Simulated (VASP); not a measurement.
# Os (P6_3/mmc) in VASP: further runs, part 2 of 2

VASP 6.6.1.

## (3) Single point, r2SCAN

Contents of POSCAR:

```
Os
1.0
    2.7393806551      0.0000000000      0.0000000000
   -1.3696903275      2.3723732379      0.0000000000
    0.0000000000      0.0000000000      4.3138178725
Os
2
Direct
    0.3333333333      0.6666666667      0.2500000000
    0.6666666667      0.3333333333      0.7500000000
```

Contents of INCAR.step1:

```
PREC     = Accurate       # precision mode
ENCUT    = 520            # plane-wave cutoff, eV
ISMEAR   = 1              # smearing method
SIGMA    = 0.1            # smearing width, eV
LREAL    = F              # projectors in reciprocal space
LASPH    = T              # aspherical terms in the spheres
NELM     = 80             # most SCF steps
NBANDS   = 15             # bands
GGA      = PE             # functional
ALGO     = Normal         # electronic algorithm
EDIFF    = 1E-4           # SCF threshold, eV
LWAVE    = T              # write WAVECAR
LCHARG   = F              # write CHGCAR
```

Contents of INCAR.step2:

```
PREC     = Accurate       # precision mode
ENCUT    = 520            # plane-wave cutoff, eV
EDIFF    = 1E-7           # SCF threshold, eV
ISMEAR   = 1              # smearing method
SIGMA    = 0.1            # smearing width, eV
LREAL    = F              # projectors in reciprocal space
LASPH    = T              # aspherical terms in the spheres
NELM     = 80             # most SCF steps
ALGO     = Normal         # electronic algorithm
ISIF     = 2              # what is computed and relaxed
LWAVE    = F              # write WAVECAR
LCHARG   = F              # write CHGCAR
METAGGA  = R2SCAN         # meta-GGA
LMIXTAU  = T            
NBANDS   = 15             # bands
ISTART   = 1
```

Contents of KPOINTS:

```
Automatic mesh
0
Gamma
  13 13 7
```

Potentials or basis: VASP PAW PBE potentials, release 64 (Os).

The run is started by

```console
> cat potpaw_PBE.64/Os/POTCAR > POTCAR
> cp INCAR.step1 INCAR
> mpirun -np 1 vasp_std > vasp.out
> cp INCAR.step2 INCAR
> mpirun -np 1 vasp_std > vasp.out
```

OUTCAR:

```text
PREC = Accurate
   ENCUT = 520
   EDIFF = 1E-7
   ISMEAR = 1
   LREAL = F
   LASPH = T
   NELM = 80
   ISIF = 2
   METAGGA = R2SCAN
   ISTART = 1

 ion  position               nearest neighbor table
   1  0.333  0.667  0.250-   2 2.67   2 2.67   2 2.67   2 2.67   2 2.67   2 2.67
   2  0.667  0.333  0.750-   1 2.67   1 2.67   1 2.67   1 2.67   1 2.67   1 2.67

  LATTYP: Found a hexagonal cell.
 ALAT       =     2.7393806551
 C/A-ratio  =     1.5747420368

  Lattice vectors:

 A1 = (   2.7393806551,   0.0000000000,   0.0000000000)
[... 610 lines left out ...]
      9       7.7987      2.00000
     10       8.1353      2.00000
     11      11.3167      0.00000
     12      13.5364      0.00000
     13      19.9875      0.00000
     14      25.2486      0.00000
     15      27.4446      0.00000

 [... further k-points ...]
[... 5 lines left out ...]
  --------------------------------------------------------------------------------------
  -------------------------------------------------------------------------------------
  Total        0.1413014      0.1413014      0.1289964      0.0000000     -0.0000000      0.0000000
  in kB        8.0753242      8.0753242      7.3720980      0.0000000     -0.0000000      0.0000000
  external PRESSURE =       7.8409155 kB  Pullay stress =       0.0000000 kB

 VOLUME and BASIS-vectors are now :
 -----------------------------------------------------------------------------
  energy-cutoff  :      520.00
  volume of cell :       28.03
      direct lattice vectors                 reciprocal lattice vectors
     2.739380655  0.000000000  0.000000000     0.365046018  0.210759417  0.000000000
    -1.369690328  2.372373238  0.000000000     0.000000000  0.421518834  0.000000000
     0.000000000  0.000000000  4.313817872     0.000000000  0.000000000  0.231813217

 POSITION                                       TOTAL-FORCE (eV/Angst)
 -----------------------------------------------------------------------------------
     -0.00000      1.58158      1.07845        -0.000000      0.000000      0.000000
      1.36969      0.79079      3.23536         0.000000     -0.000000      0.000000
 -----------------------------------------------------------------------------------
    total drift:                                0.000000     -0.000000     -0.000000

  FREE ENERGIE OF THE ION-ELECTRON SYSTEM (eV)
  ---------------------------------------------------
  free  energy   TOTEN  =      -106.0087101867 eV

  energy  without entropy=     -106.0083217831  energy(sigma->0) =     -106.00858072
```

Run time: 82 s. Hardware: 1 thread of Intel Xeon 6975P-C, shared host; peak memory 0.16 GiB.

What came out:

```yaml
Free_energy: -106.0087 eV
Pressure: 0.8 GPa
Band_gap_on_the_k_mesh: zero (band 8 reaches 11.36 eV, above the bottom of band 9 at 7.40 eV)
```

Caveat: the PAW data sets were made with another functional, which shifts forces and pressure a little; spin-orbit coupling is left out, which moves the levels of the heavy elements.

## (4) Single point, r2SCAN

POSCAR is that of step 3.

Contents of INCAR.step1:

```
PREC = Accurate
ENCUT = 520
ISMEAR = 1
SIGMA = 0.6
LREAL = F
LASPH = T
NELM = 60
NBANDS = 15
GGA = PE
ALGO = Normal
EDIFF = 1E-4
LWAVE = T
LCHARG = F
```

Contents of INCAR.step2:

```
PREC = Accurate
ENCUT = 520
EDIFF = 1E-6
ISMEAR = 1
SIGMA = 0.6
LREAL = F
LASPH = T
NELM = 60
ALGO = Normal
ISIF = 2
LWAVE = F
LCHARG = F
METAGGA = R2SCAN
LMIXTAU = T
NBANDS = 15
ISTART = 1
```

KPOINTS is that of step 3.

The run is started by

```console
> cat potpaw_PBE.64/Os/POTCAR > POTCAR
> cp INCAR.step1 INCAR
> mpirun -np 1 vasp_std > vasp.out
> cp INCAR.step2 INCAR
> mpirun -np 1 vasp_std > vasp.out
```

It took 68 s on 1 thread of Intel Xeon 6975P-C, shared host; peak memory 0.16 GiB.

It converged, with:

* Free energy: -106.0043 eV
* Pressure: 0.8 GPa
* Band gap on the k mesh: zero (band 8 reaches 11.36 eV, above the bottom of band 9 at 7.39 eV)

Stress tensor (GPa, compression positive):
```
0.80 0.00 0.00
0.00 0.80 0.00
0.00 0.00 0.93
```

Levels at points of the mesh, in eV from the Fermi level:
| k point | band 4 | band 5 | band 6 | band 7 | band 8 | band 9 | band 10 | band 11 | band 12 | band 13 |
| --- | --- | --- | --- | --- | --- | --- | --- | --- | --- | --- |
| (0.00, 0.00, 0.00) | -3.22 | -2.91 | -2.34 | -2.34 | -1.72 | -1.72 | 0.00 | 1.69 | 1.69 | 9.54 |

Caveat: the PAW data sets were made with another functional, which shifts forces and pressure a little; spin-orbit coupling is left out, which moves the levels of the heavy elements.

## (5) Single point, r2SCAN

POSCAR is that of step 4.

Contents of INCAR.step1:

```
SYSTEM = Os
ALGO = Normal ; EDIFF = 1E-4
ENCUT = 520 ; GGA = PE
ISMEAR = 1 ; LASPH = .TRUE.
LCHARG = .FALSE. ; LREAL = .FALSE.
LWAVE = .TRUE. ; NBANDS = 15
NELM = 60 ; PREC = Accurate
SIGMA = 1.0
```

Contents of INCAR.step2:

```
SYSTEM = Os
ALGO = Normal ; EDIFF = 1E-6
ENCUT = 520 ; ISIF = 2
ISMEAR = 1 ; ISTART = 1
LASPH = .TRUE. ; LCHARG = .FALSE.
LMIXTAU = .TRUE. ; LREAL = .FALSE.
LWAVE = .FALSE. ; METAGGA = R2SCAN
NBANDS = 15 ; NELM = 60
PREC = Accurate ; SIGMA = 1.0
```

Contents of KPOINTS:

```
k-points
0
G
  13 13 7
  0 0 0
```

The run is started by

```console
> cat potpaw_PBE.64/Os/POTCAR > POTCAR
> cp INCAR.step1 INCAR
> mpirun -np 1 vasp_std > vasp.out
> cp INCAR.step2 INCAR
> mpirun -np 1 vasp_std > vasp.out
```

Wall time 73 s (1 thread of Intel Xeon 6975P-C, shared host); peak memory 0.16 GiB.

Results (log left out):

```yaml
Free_energy: -105.9895 eV
Pressure: 0.4 GPa
Band_gap_on_the_k_mesh: zero (band 8 reaches 11.36 eV, above the bottom of band 9 at 7.39 eV)
```

Stress tensor (GPa, compression positive):
```
0.15 0.00 0.00
0.00 0.15 0.00
0.00 0.00 0.80
```

Levels at points of the mesh, in eV from the Fermi level:
| k point | band 4 | band 5 | band 6 | band 7 | band 8 | band 9 | band 10 | band 11 | band 12 | band 13 |
| --- | --- | --- | --- | --- | --- | --- | --- | --- | --- | --- |
| (0.00, 0.00, 0.00) | -3.20 | -2.90 | -2.33 | -2.33 | -1.70 | -1.70 | 0.01 | 1.71 | 1.71 | 9.55 |

Caveat: the PAW data sets were made with another functional, which shifts forces and pressure a little; spin-orbit coupling is left out, which moves the levels of the heavy elements.

## (6) The runs side by side

```csv
smearing,gap on the mesh (eV),pressure (GPa)
methfessel-paxton 0.03 eV,none,0.8
methfessel-paxton 0.1 eV,none,0.8
methfessel-paxton 0.6 eV,none,0.8
methfessel-paxton 1 eV,none,0.4
```

Alike in all rows: task single point; level r2SCAN; potentials or basis VASP PAW PBE potentials, release 64 (Os); no spin polarisation; cell as given; k mesh 13 × 13 × 7; cutoff (eV) 520.

Every run on the cell as given and a fine mesh finds a metal.

Caveats: the PAW data sets were made with another functional, which shifts forces and pressure a little; spin-orbit coupling is left out, which moves the levels of the heavy elements.

Total energies depend on the potentials used, so only differences within one code and one set of settings carry meaning.
